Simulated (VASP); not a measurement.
Runs of VASP 6.6.1 on MnF2. The structure is tetragonal, space group P4_2/mnm (No. 136). Conventional cell: a = 4.873 Å, b = 4.873 Å, c = 3.310 Å, α = 90.00°, β = 90.00°, γ = 90.00°. Within 2.8 Å of Mn (site symmetry mmm) lie 6 F at 2.10 to 2.13 Å. Within 2.8 Å of F (site symmetry m2m) lie 3 Mn at 2.10 to 2.13 Å and 1 F at 2.69 Å. 

| spin | fixed moment (μB) | gap on the mesh (eV) | pressure (GPa) | moment (μB) | largest force (eV/Å) |
| --- | --- | --- | --- | --- | --- |
| collinear, ferromagnetic start | 5.0 | - | -5.4 | 5.00 | (a) |
| collinear, zero start | 0.0 | - | (b) | 0.00 | 0.12 |
| collinear, ferrimagnetic start | - | 3.09 | -0.2 | 0.00 | 0.02 |
| collinear, antiferromagnetic start | - | 3.09 | -0.2 | 0.00 | 0.02 |
| collinear, ferromagnetic start | 10.0 | - | 0.4 | 10.00 | 0.01 |
| collinear, ferromagnetic start | - | 1.94 | 0.4 | 10.00 | 0.01 |

Alike in all rows: task single point; level PBEsol+U; potentials or basis VASP PAW PBE potentials, release 64 (Mn_pv, F); Mn d U = 3.0 eV; cell as given; k mesh 4 × 4 × 6; cutoff (eV) 520; smearing gaussian 0.05 eV.

Task: Fill in the values left out.

Result: (a) 0.03; (b) -17.4.

Caveats: the PAW data sets were made with another functional, which shifts forces and pressure a little; the total moment is fixed, so each spin has its own Fermi level (some runs).

A k mesh can miss the band edges.
